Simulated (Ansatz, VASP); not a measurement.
**Rh: VASP beside Ansatz**

```xyz
1
Lattice="0.0000 1.8901 1.8901 1.8901 0.0000 1.8901 1.8901 1.8901 0.0000" Properties=species:S:1:pos:R:3 pbc="T T T"
Rh    0.0000    0.0000    0.0000
```

Alike in both runs: task relaxation of cell and atoms; functional PBEsol; k mesh 18 × 18 × 18; occupations fermi-dirac, width 0.15 eV; no spin polarisation.

```csv
,VASP,Ansatz
version,VASP 6.6.1,Ansatz 0.2.0
potentials or method,"VASP PAW PBE potentials, release 64 (Rh_pv), cutoff 600 eV","scalar-relativistic, plane waves, PAW"
valence electrons in the cell,15,17
```

```tsv
	VASP	Ansatz	Ansatz less VASP
gap on the k mesh at the Fermi level, each at its own relaxed structure (eV)	none	none	-
relaxed volume (Å³/atom)	13.54	13.55	+0.013
relaxed cell length with the largest relative difference (Å)	2.675	2.676	+0.0009
```

VASP's potentials were made for PBE, not for PBEsol, and Ansatz warns of the same on its side. A gap of «none» marks a metal or a gap that the smearing closes. VASP's potentials hold 15 valence electrons a cell and Ansatz's 17, so a difference there can come from the potentials and not from the codes.
